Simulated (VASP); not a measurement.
Set up this calculation in VASP 6.6.1, as the native input.

```yaml
Task: single point
Functional: r2SCAN
Potentials_or_basis: VASP PAW PBE potentials, release 64 (Al, O)
Cutoff: 520 eV
k_mesh: 12 × 12 × 4
Occupations: gaussian, width 0.05 eV
Spin: no spin polarisation
Dipole_correction: no
Further_INCAR_settings: ALGO = Normal; EDIFF = 1e-07; NBANDS = 20
```

Crystal: Al2O3.

```
Al O
1.0
     2.89678    0.00000    0.00000
    -1.44839    2.50869    0.00000
     0.00000    0.00000    6.96867
Al O
2 3
Direct
  0.00000 0.00000 0.27795
  0.00000 0.00000 0.72205
  0.33333 0.66667 0.19945
  0.66667 0.33333 0.80055
  0.00000 0.00000 0.50000
```

This cell differs from its parent crystal: strain -0.040 along x and y, -0.080 along z.

The input as run:

POSCAR

```
Al2O3
1.0
    2.8967832423      0.0000000000      0.0000000000
   -1.4483916211      2.5086878770      0.0000000000
    0.0000000000      0.0000000000      6.9686651220
Al O
2 3
Direct
    0.0000000000      0.0000000000      0.2779510000
    0.0000000000      0.0000000000      0.7220490000
    0.3333333333      0.6666666667      0.1994540000
    0.6666666667      0.3333333333      0.8005460000
    0.0000000000      0.0000000000      0.5000000000
```

INCAR.step1

```
ALGO = Normal ; EDIFF = 1E-4
ENCUT = 520 ; GGA = PE
ISMEAR = 0 ; LASPH = True
LCHARG = False ; LREAL = False
LWAVE = True ; NBANDS = 20
NELM = 60 ; PREC = Accurate
SIGMA = 0.05
```

INCAR.step2

```
ALGO = Normal ; EDIFF = 1E-7
ENCUT = 520 ; ISIF = 2
ISMEAR = 0 ; ISTART = 1
LASPH = True ; LCHARG = False
LMIXTAU = True ; LREAL = False
LWAVE = False ; METAGGA = R2SCAN
NBANDS = 20 ; NELM = 60
PREC = Accurate ; SIGMA = 0.05
```

KPOINTS

```
k-points
0
Gamma
  12 12 4
```

Potentials or basis: VASP PAW PBE potentials, release 64 (Al, O).

Run with:

```bash
$ cat potpaw_PBE.64/Al/POTCAR potpaw_PBE.64/O/POTCAR > POTCAR
$ cp INCAR.step1 INCAR
$ mpirun -np 1 vasp_std > vasp.out
$ cp INCAR.step2 INCAR
$ mpirun -np 1 vasp_std > vasp.out
```

Results of the run:

* Pressure: 33.7 GPa
* Largest force: 4.474 eV/Å
* Band gap on the k mesh: 4.70 eV

Caveat: the cell differs from its parent crystal (strain -0.040 along x and y, -0.080 along z); the cell stands under pressure; the PAW data sets were made with another functional, which shifts forces and pressure a little.

Wall time 3.5 min on 1 thread of Intel(R) Xeon(R) Platinum 8375C CPU @ 2.90GHz (Ice Lake), with other jobs on the host, peak memory 0.21 GiB.
